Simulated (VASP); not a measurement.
A run of VASP 6.6.1 is set up as follows.

File INCAR:

```
SYSTEM = Er4Se
PREC = Accurate
ENCUT = 500
EDIFF = 1E-6
ISMEAR = 0
SIGMA = 0.1
LREAL = .False.
LASPH = .True.
NELM = 200
ALGO = Normal
ISIF = 2
LWAVE = .False.
LCHARG = .False.
GGA = PE
NBANDS = 29
GGA_COMPAT = .False.
LMAXMIX = 6
```

File KPOINTS:

```
regular mesh
0
Gamma
  10 10 4
  0 0 0
```

File POSCAR:

```
Er4Se
1.0
    3.5039436073      0.0000000000      0.0000000000
    0.0000000000      3.5039436073      0.0000000000
    0.0000000000      0.0000000000     11.8230440838
Er Se
4 1
Direct
    0.5000000000      0.5000000000      0.6443839780
    0.5000000000      0.5000000000      0.3556160220
    0.0000000000      0.0000000000      0.1491728989
    0.0000000000      0.0000000000      0.8508271011
    0.5000000000      0.5000000000      0.0000000000
```

Potentials or basis: VASP PAW PBE potentials, release 64 (Er_3, Se), 4f in core.

Run with:

```sh
$ cat potpaw_PBE.64/Er_3/POTCAR potpaw_PBE.64/Se/POTCAR > POTCAR
$ mpirun -np 1 vasp_std > vasp.out
```

(1) Predict the band gap on the k mesh.

(2) What does it give for the largest force?

(3) What does it give for the pressure?

Results:

(1) zero (bands 21 and 22 overlap by 0.45 eV).

(2) 0.037 eV/Å.

(3) 0.5 GPa.

Caveat: spin-orbit coupling is left out, which moves the levels of the heavy elements; the 4f electrons are frozen in the core, so they carry no moment and show no levels; the run has no spin polarisation, though such a crystal can be magnetic.
